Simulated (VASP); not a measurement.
Input of a VASP 6.6.1 run:

Contents of INCAR:

```
SYSTEM = Li2S
  PREC = Accurate
  ENCUT = 750
  EDIFF = 1E-6
  ISMEAR = -1
  SIGMA = 0.1
  LREAL = .FALSE.
  LASPH = .TRUE.
  NELM = 120
  ALGO = Normal
  ISIF = 2
  LWAVE = .FALSE.
  LCHARG = .TRUE.
  GGA = PS
  LELF = .TRUE.
  LVHAR = .TRUE.
  NBANDS = 13
  GGA_COMPAT = .FALSE.
```

The input KPOINTS:

```
Automatic mesh
0
G
  10 10 10
  0 0 0
```

File POSCAR:

```
Li2S
1.0
    0.0000000000      2.8273105275      2.8273105275
    2.8273105275      0.0000000000      2.8273105275
    2.8273105275      2.8273105275      0.0000000000
Li S
2 1
Direct
    0.2500000000      0.2500000000      0.2500000000
    0.7500000000      0.7500000000      0.7500000000
    0.0000000000      0.0000000000      0.0000000000
```

Potentials or basis: VASP PAW PBE potentials, release 64 (Li_sv, S).

Run with:

```bash
$ cat potpaw_PBE.64/Li_sv/POTCAR potpaw_PBE.64/S/POTCAR > POTCAR
$ mpirun -np 1 vasp_std > vasp.out
```

Q: Predict the pressure.

A: -0.1 GPa.

Q: What does it give for the band gap on the k mesh?

A: 3.20 eV (least direct gap 4.22 eV).

Caveat: the PAW data sets were made with another functional, which shifts forces and pressure a little. A k mesh can miss the band edges.
